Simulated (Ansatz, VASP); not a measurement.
## C: VASP beside Ansatz

```xyz
4
Lattice="1.2310 -2.2491 0.0000 1.2310 2.2491 0.0000 0.0000 0.0000 9.1680" Properties=species:S:1:pos:R:3 pbc="T T T"
C     1.2310    1.8743    6.8788
C     1.2310   -0.3749    2.2892
C     1.2310   -1.8743    2.2892
C     1.2310    0.3749    6.8788
```

Change from the starting cell: volume 12.692 Å^3 an atom, stretch along a over the lengths across it, relative to the relaxed cell 0.9480.

Alike in both runs: task single point; functional PBE; k mesh 21 × 21 × 6; occupations gaussian, width 0.15 eV; no spin polarisation.

|  | VASP | Ansatz |
| --- | --- | --- |
| version | VASP 6.6.1 | Ansatz 0.2.0 |
| potentials or method | VASP PAW PBE potentials, release 64 (C), cutoff 520 eV | scalar-relativistic, plane waves, PAW |
| valence electrons in the cell | 16 | 16 |

Ansatz gave:

| Item | Value |
| --- | --- |
| gap on the k mesh at the Fermi level (eV) | 0.54 |
| least direct gap on the mesh (eV) | 0.54 |
| pressure (GPa) | -13.0 |
| traceless stress, the component that is largest in VASP (GPa) | -21.95 |
| rms of the force components (eV/Å) | 0.112 |

Q: Estimate VASP's values.

A: gap on the k mesh at the Fermi level (eV): 0.54; least direct gap on the mesh (eV): 0.54; pressure (GPa): -12.8; traceless stress, the component that is largest in VASP (GPa): -21.84; rms of the force components (eV/Å): 0.121.

Atom by atom the forces differ by 0.008 eV/Å (rms over components). The functional is the same, so the differences come from potentials, cutoffs and numerics.
